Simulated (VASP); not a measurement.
Set up this calculation in VASP 6.6.1, as the native input.

| Quantity | Value |
| --- | --- |
| Task | single point |
| Functional | PBEsol |
| Potentials or basis | VASP PAW PBE potentials, release 64 (Sc_sv, Al, N) |
| Cutoff | 520 eV |
| k mesh | 4 × 6 × 6 |
| Occupations | gaussian, width 0.1 eV |
| Spin | no spin polarisation |
| Dipole correction | no |
| Further INCAR settings | LREAL = Auto; ALGO = Normal; EDIFF = 1e-06; NBANDS = 58 |

The structure of Sc3Al5N8 lies in POSCAR:

```
Sc3Al5N8
1.0
   -0.0089121255     -0.0051454180     -4.9616109869
    3.3554857084      5.7089837258      0.0111397095
    3.2663820822     -5.6575397232      0.0000000000
Sc Al N
3 5 8
Direct
    0.0170790862      0.1594393879      0.3250195175
    0.0170790862      0.1594393879      0.8344198704
    0.5156555415      0.3468881616      0.6734440808
    0.0075266519      0.6638128357      0.3319064179
    0.0059510090      0.6711280676      0.8355640338
    0.5034658460      0.3390713526      0.1695356763
    0.5056494167      0.8298071386      0.6651428198
    0.5056494167      0.8298071386      0.1646643187
    0.5883992752      0.1566069176      0.3159873593
    0.5883992752      0.1566069176      0.8406195583
    0.6202489696      0.6669820941      0.3334910471
    0.6252435996      0.6942370416      0.8471185208
    0.0889178093      0.3525506748      0.6762753374
    0.1234686075      0.3556948394      0.1778474197
    0.1236332046      0.8089640223      0.6533207112
    0.1236332046      0.8089640223      0.1556433111
```

The input as run:

INCAR

```
SYSTEM = Sc3Al5N8
PREC     = Accurate       ! precision mode
ENCUT    = 520            ! plane-wave cutoff, eV
EDIFF    = 1E-6           ! SCF threshold, eV
ISMEAR   = 0              ! smearing method
SIGMA    = 0.1            ! smearing width, eV
LREAL    = Auto         
LASPH    = .True.         ! aspherical terms in the spheres
NELM     = 80             ! most SCF steps
ALGO     = Normal         ! electronic algorithm
ISIF     = 2              ! what is computed and relaxed
LWAVE    = .False.        ! write WAVECAR
LCHARG   = .False.        ! write CHGCAR
GGA      = PS             ! functional
NBANDS   = 58             ! bands
```

KPOINTS

```
Automatic mesh
0
Gamma
  4 6 6
  0 0 0
```

Potentials or basis: VASP PAW PBE potentials, release 64 (Sc_sv, Al, N).

Launch:

```bash
$ cat potpaw_PBE.64/Sc_sv/POTCAR potpaw_PBE.64/Al/POTCAR potpaw_PBE.64/N/POTCAR > POTCAR
$ mpirun -np 1 vasp_std > vasp.out
```

Results of the run:

```json
{
 "Pressure": "0.0 GPa",
 "Largest force": "0.058 eV/Å",
 "Band gap on the k mesh": "3.10 eV, indirect (least direct gap 3.19 eV)"
}
```

Caveat: the PAW data sets were made with another functional, which shifts forces and pressure a little.

It took 9.3 min on 1 thread of Intel(R) Xeon(R) 6975P-C (Granite Rapids), with other jobs on the host, peak memory 0.49 GiB.
